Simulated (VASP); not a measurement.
# SiO2 in VASP: a series of runs, part 2 of 2

VASP 6.6.1. The steps go on from the part before.

**3. Single point, PBE**

File INCAR:

```
SYSTEM = SiO2
PREC = Accurate
ENCUT = 520
EDIFF = 1E-6
ISMEAR = 0
SIGMA = 0.1
LREAL = .False.
LASPH = .True.
NELM = 80
ALGO = Normal
ISIF = 2
LWAVE = .False.
LCHARG = .False.
GGA = PE
NBANDS = 25
```

File KPOINTS:

```
Automatic mesh
0
Gamma
  6 6 6
  0 0 0
```

File POSCAR:

```
SiO2
1.0
   -2.6363078437      2.6363078437      3.7325671960
    2.6363078437     -2.6363078437      3.7325671960
    2.6363078437      2.6363078437     -3.7325671960
Si O
2 4
Direct
    0.5000000000      0.5000000000      0.0000000000
    0.2500000000      0.7500000000      0.5000000000
    0.8749929167      0.6249954720      0.2499974447
    0.3750045280      0.1250070833      0.7500025553
    0.3750045280      0.6250019726      0.2499974447
    0.3749980274      0.6249954720      0.7500025553
```

Potentials or basis: VASP PAW PBE potentials, release 64 (Si, O).

The run is started by

```
$ cat potpaw_PBE.64/Si/POTCAR potpaw_PBE.64/O/POTCAR > POTCAR
$ mpirun -np 1 vasp_std > vasp.out
```

OUTCAR:

```text
SYSTEM = SiO2
   PREC = Accurate
   ENCUT = 520
   EDIFF = 1E-6
   ISMEAR = 0
   LREAL = .False.
   LASPH = .True.
   NELM = 80
   ISIF = 2
   GGA = PE

 ion  position               nearest neighbor table
   1  0.500  0.500  0.000-   3 1.61   4 1.61   5 1.61   6 1.61
   2  0.250  0.750  0.500-   5 1.62   6 1.62   3 1.62   4 1.62
   3  0.875  0.625  0.250-   1 1.61   2 1.62
   4  0.375  0.125  0.750-   1 1.61   2 1.62
   5  0.375  0.625  0.250-   1 1.61   2 1.62
   6  0.375  0.625  0.750-   1 1.61   2 1.62

  LATTYP: Found a body centered tetragonal cell.
 ALAT       =     5.2726156874
 C/A-ratio  =     1.4158313131

  Lattice vectors:

 A1 = (  -2.6363078437,   2.6363078437,   3.7325671960)
 A2 = (   2.6363078437,  -2.6363078437,   3.7325671960)
 A3 = (   2.6363078437,   2.6363078437,  -3.7325671960)

Analysis of symmetry for initial positions (statically):
=====================================================================
 Subroutine PRICEL returns:
 Original cell was already a primitive cell.

 Routine SETGRP: Setting up the symmetry group for a
 body centered tetragonal supercell.

 Subroutine GETGRP returns: Found  8 space group operations
 (whereof  8 operations were pure point group operations)
 out of a pool of 16 trial point group operations.

The static configuration has the point symmetry D_2d.

Analysis of symmetry for dynamics (positions and initial velocities):
=====================================================================
 Subroutine PRICEL returns:
 Original cell was already a primitive cell.

 Routine SETGRP: Setting up the symmetry group for a
 body centered tetragonal supercell.

 Subroutine GETGRP returns: Found  8 space group operations
 (whereof  8 operations were pure point group operations)
 out of a pool of 16 trial point group operations.

The dynamic configuration has the point symmetry D_2d.

 Subroutine INISYM returns: Found  8 space group operations
 (whereof  8 operations are pure point group operations),
 and found     1 'primitive' translations

----------------------------------------------------------------------------------------

                                     Primitive cell

  volume of cell :     103.7671

  direct lattice vectors                    reciprocal lattice vectors
    -2.636307844  2.636307844  3.732567196     0.000000000  0.189659186  0.133956061
     2.636307844 -2.636307844  3.732567196     0.189659186  0.000000000  0.133956061
     2.636307844  2.636307844 -3.732567196     0.189659186  0.189659186  0.000000000

  length of vectors
     5.275632281  5.275632281  5.275632281     0.232195679  0.232195679  0.268218593

  position of ions in fractional coordinates (direct lattice)
     0.500000000  0.500000000  0.000000000
     0.250000000  0.750000000  0.500000000
     0.874992917  0.624995472  0.249997445
     0.375004528  0.125007083  0.750002555
     0.375004528  0.625001973  0.249997445
     0.374998027  0.624995472  0.750002555

  ion indices of the primitive-cell ions
   primitive index   ion index
                 1           1
                 2           2
                 3           3
                 4           4
                 5           5
                 6           6

----------------------------------------------------------------------------------------

 KPOINTS: Automatic mesh

Automatic generation of k-mesh.
 Grid dimensions read from file:
 generate k-points for:    6    6    6

 Generating k-lattice:

  Cartesian coordinates                     Fractional coordinates (reciprocal lattice)
     0.000000000  0.031609864  0.022326010     0.166666667  0.000000000  0.000000000
     0.031609864  0.000000000  0.022326010     0.000000000  0.166666667  0.000000000
     0.031609864  0.031609864  0.000000000     0.000000000  0.000000000  0.166666667

  Length of vectors
     0.038699280  0.038699280  0.044703099

  Shift w.r.t. Gamma in fractional coordinates (k-lattice)
     0.000000000  0.000000000  0.000000000

 Subroutine IBZKPT returns following result:
 ===========================================

 Found     30 irreducible k-points:

 Following reciprocal coordinates:
            Coordinates               Weight
  0.000000  0.000000  0.000000      1.000000
  0.166667  0.000000 -0.000000      8.000000
  0.333333  0.000000 -0.000000      8.000000
  0.500000 -0.000000  0.000000      4.000000
  0.166667  0.166667  0.000000      8.000000
  0.333333  0.166667 -0.000000     16.000000
[... 16 lines left out ...]
 -0.333333 -0.333333  0.166667      8.000000
 -0.166667 -0.333333  0.166667      8.000000
 [... further k-points ...]
   k-points           NKPTS =     30   k-points in BZ     NKDIM =     30   number of bands    NBANDS=     25
   number of dos      NEDOS =    301   number of ions     NIONS =      6
   total plane-waves  NPLWV =  64000
   dimension x,y,z NGX =    40 NGY =   40 NGZ =   40
   dimension x,y,z NGXF=    80 NGYF=   80 NGZF=   80
   ions per type =               2   4
   NGX,Y,Z   is equivalent  to a cutoff of  12.60, 12.60, 12.60 a.u.
   NGXF,Y,Z  is equivalent  to a cutoff of  25.21, 25.21, 25.21 a.u.
 SYSTEM =  SiO2
   PREC   = accura    normal or accurate (medium, high low for compatibility)
   ISTART =      0    job   : 0-new  1-cont  2-samecut
   ICHARG =      2    charge: 1-file 2-atom 10-const
   ISPIN  =      1    spin polarized calculation?
   LNONCOLLINEAR =      F non collinear calculations
   LSORBIT =      F    spin-orbit coupling
   LASPH  =      T    aspherical Exc in radial PAW
   ENCUT  =  520.0 eV  38.22 Ry    6.18 a.u.   9.81  9.81  9.81*2*pi/ulx,y,z
   NELM   =     80;   NELMIN=  2; NELMDL= -5     # of ELM steps
   EDIFF  = 0.1E-05   stopping-criterion for ELM
   LREAL  =      F    real-space projection
   EDIFFG = 0.1E-04   stopping-criterion for IOM
   NSW    =      0    number of steps for IOM
   IBRION =     -1    ionic relax: 0-MD 1-quasi-New 2-CG
   NFREE  =      0    steps in history (QN), initial steepest desc. (CG)
   ISIF   =      2    stress and relaxation
   ISYM   =      2    0-nonsym 1-usesym 2-fastsym
   POTIM  = 0.5000    time-step for ionic-motion
   TEBEG  =    0.0;   TEEND  =   0.0 temperature during run
   PSTRESS=    0.0 pullay stress
   NELECT =      32.0000    total number of electrons
   NUPDOWN=      -1.0000    fix difference up-down
   EMIN   =  10.00;   EMAX   =-10.00  energy-range for DOS
   EFERMI =   0.00;   METHOD = LEGACY
   ISMEAR =     0;   SIGMA  =   0.10  broadening in eV -4-tet -1-fermi 0-gaus
   EFERMI_NEDOS =   21; number of points for ismear=-14 and -15
   IALGO  =     38    algorithm
   IMIX   =      4    mixing-type and parameters
     AMIX     =   0.40;   BMIX     =  1.00
     AMIX_MAG =   1.60;   BMIX_MAG =  1.00
  volume/ion in A,a.u.               =      17.29       116.71
  Fermi-wavevector in a.u.,A,eV,Ry     =   1.106042  2.090116 16.644394  1.223328
  Thomas-Fermi vector in A             =   2.242537
   LORBIT       =      0    0 simple, 1 ext, 2 COOP (PROOUT), +10 PAW based schemes
   GGA     = PE    functional components
   LHFCALC =     F    Hartree Fock is set to
   AEXX    =    0.0000 exact exchange contribution
   IVDW    =     0    specifies the selected vdW correction
   LEPSILON=     F    determine dielectric tensor
   LRPA    =     F    only Hartree local field effects (RPA)
 non-spin polarized calculation
 Gauss-broadening in eV      SIGMA  =   0.10
  energy-cutoff  :      520.00
  volume of cell :      103.77
 maximum number of plane-waves:      2808
   NGX = 19   NGY = 19   NGZ = 19

 number of electron      32.0000007 magnetization

 Free energy of the ion-electron system (eV)
  ---------------------------------------------------
  ext. energy  EPLUGINS =         0.00000000
  ---------------------------------------------------
  free energy    TOTEN  =       -47.41928453 eV

  energy without entropy =      -47.41928453  energy(sigma->0) =      -47.41928453

 E-fermi :  -0.4729     XC(G=0):  -7.4148

 val. band max:       -0.9834215266   @ k =   0.5000  -0.0000   0.0000
 cond. band min:       4.3884653109   @ k =   0.0000   0.0000   0.0000
 fundamental gap:      5.3718868375
 Fermi energy:        -0.4728572946

 k-point     1 :       0.0000    0.0000    0.0000
  band No.  band energies     occupation
      1     -20.3231      2.00000
      2     -18.3481      2.00000
      3     -18.3451      2.00000
      4     -18.3451      2.00000
      5     -11.0266      2.00000
      6      -6.9011      2.00000
[... 661 lines left out ...]
     24      11.0879      0.00000
     25      11.8547      0.00000

 [... further k-points ...]
[... 5 lines left out ...]
  --------------------------------------------------------------------------------------
  -------------------------------------------------------------------------------------
  Total        0.0775520      0.0775520      0.0347359      0.0000000      0.0000000      0.0000000
  in kB        1.1974120      1.1974120      0.5363264      0.0000000      0.0000000      0.0000000
  external PRESSURE =       0.9770501 kB  Pullay stress =       0.0000000 kB

 VOLUME and BASIS-vectors are now :
 -----------------------------------------------------------------------------
  energy-cutoff  :      520.00
  volume of cell :      103.77
      direct lattice vectors                 reciprocal lattice vectors
    -2.636307844  2.636307844  3.732567196     0.000000000  0.189659186  0.133956061
     2.636307844 -2.636307844  3.732567196     0.189659186  0.000000000  0.133956061
     2.636307844  2.636307844 -3.732567196     0.189659186  0.189659186  0.000000000

 POSITION                                       TOTAL-FORCE (eV/Angst)
 -----------------------------------------------------------------------------------
      0.00000      0.00000      3.73257         0.000000     -0.000000     -0.000000
      2.63631      0.00000      1.86628         0.000000     -0.000000     -0.000000
     -0.00000      1.31814      4.66568        -0.000000      0.001953      0.001554
      1.31817      2.63631     -0.93311        -0.001953     -0.000000     -0.001554
      1.31814      0.00000      2.79946         0.001953     -0.000000     -0.001554
      2.63631      1.31817      0.93311         0.000000     -0.001953      0.001554
 -----------------------------------------------------------------------------------
    total drift:                                0.000001     -0.000001     -0.000000

  FREE ENERGIE OF THE ION-ELECTRON SYSTEM (eV)
  ---------------------------------------------------
  free  energy   TOTEN  =       -47.4192845345 eV

  energy  without entropy=      -47.4192845345  energy(sigma->0) =      -47.41928453
```

It took 2.7 min on 1 thread of AMD EPYC 7R43 (Zen 3), shared host; peak memory 0.21 GiB.

What came out:

```
Free energy            : -47.4193 eV
Pressure               : 0.1 GPa
Band gap on the k mesh : 5.37 eV, indirect (the least direct gap lies 4.8 meV higher)
```

Forces in eV/Å, atoms in the order of the input:
```
Si   0.000  0.000  0.000
Si   0.000  0.000  0.000
O    0.000  0.002  0.002
O   -0.002  0.000 -0.002
O    0.002  0.000 -0.002
O    0.000 -0.002  0.002
```

**4. Relaxation of cell and atoms, PBE**

File INCAR:

```
ALGO = Normal
EDIFF = 1E-6
EDIFFG = -0.01
ENCUT = 600
GGA = PE
IBRION = 2
ISIF = 3
ISMEAR = 0
LASPH = T
LCHARG = F
LREAL = F
LWAVE = F
NELM = 80
NSW = 100
PREC = Accurate
SIGMA = 0.02
```

File KPOINTS:

```
k-points
0
Gamma
  6 6 6
```

File POSCAR:

```
SiO2
1.0
    0.0000000000      3.7297239368      3.7297239368
    3.7297239368      0.0000000000      3.7297239368
    3.7297239368      3.7297239368      0.0000000000
Si O
2 4
Direct
    0.2500000000      0.2500000000      0.2500000000
    0.0000000000      0.0000000000      0.0000000000
    0.6250000000      0.1250000000      0.1250000000
    0.1250000000      0.1250000000      0.1250000000
    0.1250000000      0.1250000000      0.6250000000
    0.1250000000      0.6250000000      0.1250000000
```

The run is started by

```
$ cat potpaw_PBE.64/Si/POTCAR potpaw_PBE.64/O/POTCAR > POTCAR
$ mpirun -np 1 vasp_std > vasp.out
```

Wall time 2 min (1 thread of AMD EPYC 7R43 (Zen 3), shared host); peak memory 0.23 GiB.

It converged, with:

* Free energy: -47.4352 eV
* Relaxed volume: 17.28 Å³/atom
* Relaxed cell: a = 5.273 Å, b = 5.273 Å, c = 5.273 Å, α = 60.00°, β = 60.00°, γ = 60.00°
* Space group after relaxing (to 0.05 Å): Fd-3m (No. 227)
* Energy gained by relaxing: 0.0 meV/atom
* Ionic steps: 3
* Pressure after relaxing: 0.0 GPa
* Band gap on the k mesh: 5.38 eV, indirect (least direct gap 5.38 eV)

Final structure:
```xyz
6
Lattice="0.0000 3.7289 3.7289 3.7289 0.0000 3.7289 3.7289 3.7289 0.0000" Properties=species:S:1:pos:R:3 pbc="T T T"
Si    1.8645    1.8645    1.8645
Si    0.0000    0.0000    0.0000
O     0.9322    2.7967    2.7967
O     0.9322    0.9322    0.9322
O     2.7967    2.7967    0.9322
O     2.7967    0.9322    2.7967
```

Levels at points of the mesh, in eV from the valence-band top:
```
           k point  band 14  band 15  band 16  band 17  band 18  band 19
(0.00, 0.00, 0.00)    -0.01    -0.01    -0.01     5.38     8.55     8.62
(0.50, 0.00, 0.00)    -0.97    -0.97     0.00     7.47     8.08     8.53
(0.50, 0.50, 0.00)    -1.39    -0.65    -0.65     8.24     8.24    10.31
```

**5. Summary**

| task | cell | cutoff (eV) | smearing | gap on the mesh (eV) | pressure (GPa) |
| --- | --- | --- | --- | --- | --- |
| single point | a = 5.275 Å, angles 60.0°, 6 atoms | 520 | gaussian 0.02 eV | 5.37 | 0.1 |
| single point | a = 5.276 Å, angles 120.0, 120.0, 89.9°, 6 atoms | 520 | gaussian 0.1 eV | 5.37 | 0.1 |
| relaxation of cell and atoms | relaxed from a = 5.275 Å, angles 60.0°, 6 atoms | 600 | gaussian 0.02 eV | 5.38 | 0.0 |

Alike in all rows: level PBE; potentials or basis VASP PAW PBE potentials, release 64 (Si, O); no spin polarisation; k mesh 6 × 6 × 6.

Absolute energies hang on the potentials; compare differences alone.
